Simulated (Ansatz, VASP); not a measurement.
## Sb: VASP beside Ansatz

```
Sb
1.0
    -1.57654    1.57654    2.71194
     1.57654   -1.57654    2.71194
     1.57654    1.57654   -2.71194
Sb
1
Direct
  0.00000 0.00000 0.00000
```

Alike in both runs: task single point; functional PBEsol; dispersion D4; k mesh 12 × 12 × 12; occupations gaussian, width 0.01 eV; no spin polarisation.

|  | VASP | Ansatz |
| --- | --- | --- |
| version | VASP 6.6.1 | Ansatz 0.2.0 |
| potentials or method | VASP PAW PBE potentials, release 64 (Sb), cutoff 520 eV | all-electron LAPW, scalar-relativistic |

```tsv
	VASP	Ansatz	Ansatz less VASP
gap on the k mesh at the Fermi level (eV)	none	none	-
pressure (GPa)	-3.1	-3.1	+0.01
traceless stress, the component that is largest in VASP (GPa)	-0.48	-0.44	+0.033
```

VASP's potentials were made for PBE, not for PBEsol. A gap of «none» marks a metal or a gap that the smearing closes. Ansatz ran all-electron here, and VASP with PAW potentials.

Spin-orbit coupling is off throughout.
